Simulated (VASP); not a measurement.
Here is a VASP 6.6.1 calculation.

The input INCAR:

```
ALGO = Normal
EDIFF = 1E-6
ENCUT = 520
GGA = PS
ISIF = 2
ISMEAR = 0
LASPH = T
LCHARG = F
LREAL = F
LWAVE = F
NBANDS = 38
NELM = 60
PREC = Accurate
SIGMA = 0.15
```

The input KPOINTS:

```
k-points
0
Gamma
  6 10 8
```

The input POSCAR:

```
HfSi
1.0
    6.6171575704      0.0000000000      0.0000000000
    0.0000000000      3.6468506403      0.0000000000
    0.0000000000      0.0000000000      5.1237177525
Hf Si
4 4
Direct
    0.1755908222      0.2500000000      0.1264896848
    0.3244091778      0.7500000000      0.6264896848
    0.6755908222      0.2500000000      0.3735103152
    0.8244091778      0.7500000000      0.8735103152
    0.0430603597      0.2500000000      0.6402012503
    0.4569396403      0.7500000000      0.1402012503
    0.5430603597      0.2500000000      0.8597987497
    0.9569396403      0.7500000000      0.3597987497
```

Potentials or basis: VASP PAW PBE potentials, release 64 (Hf_pv, Si).

The run is started by

```console
$ cat potpaw_PBE.64/Hf_pv/POTCAR potpaw_PBE.64/Si/POTCAR > POTCAR
$ mpirun -np 1 vasp_std > vasp.out
```

(1) What does it give for the largest force?

(2) What does it give for the band gap on the k mesh?

Answers

(1) 0.190 eV/Å.

(2) zero (band 28 reaches 8.48 eV, above the bottom of band 29 at 8.06 eV).

Caveat: the cell differs from its parent crystal (strain -0.030 along x and y, -0.015 along z); the PAW data sets were made with another functional, which shifts forces and pressure a little; spin-orbit coupling is left out, which moves the levels of the heavy elements.
